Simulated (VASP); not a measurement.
Write the native input for VASP 6.6.1 that does the following.

* Task: single point
* Functional: PBE
* Dispersion: D3(BJ)
* Potentials or basis: VASP PAW PBE potentials, release 64 (Hf_pv, O)
* Cutoff: 600 eV
* k mesh: 8 × 8 × 8
* Occupations: gaussian, width 0.02 eV
* Spin: no spin polarisation
* Dipole correction: no
* Further INCAR settings: ALGO = Normal; EDIFF = 1e-06; NBANDS = 18

The structure of HfO2 lies in POSCAR:

```
HfO2
1.0
    0.0000000000      2.5366838507      2.5366838507
    2.5366838507      0.0000000000      2.5366838507
    2.5366838507      2.5366838507      0.0000000000
Hf O
1 2
Direct
    0.0000000000      0.0000000000      0.0000000000
    0.2500000000      0.2500000000      0.2500000000
    0.7500000000      0.7500000000      0.7500000000
```

These files were run (other wordings do the same):

INCAR

```
ALGO = Normal
EDIFF = 1E-6
ENCUT = 600
GGA = PE
GGA_COMPAT = False
ISIF = 2
ISMEAR = 0
IVDW = 12
LASPH = True
LCHARG = False
LREAL = False
LWAVE = False
NBANDS = 18
NELM = 120
PREC = Accurate
SIGMA = 0.02
```

KPOINTS

```
k-points
0
Gamma
  8 8 8
```

Potentials or basis: VASP PAW PBE potentials, release 64 (Hf_pv, O).

Launch:

```sh
$ cat potpaw_PBE.64/Hf_pv/POTCAR potpaw_PBE.64/O/POTCAR > POTCAR
$ mpirun -np 1 vasp_std > vasp.out
```

Results of the run:

| Quantity | Value |
| --- | --- |
| Pressure | -4.1 GPa |
| Band gap on the k mesh | 3.80 eV |
| Dispersion energy per atom | -0.239 eV |

Caveat: the cell stands under tension; spin-orbit coupling is left out, which moves the levels of the heavy elements.

Wall time 26 s on 1 thread of Intel Xeon 8259CL, with other jobs on the host, peak memory 0.16 GiB.
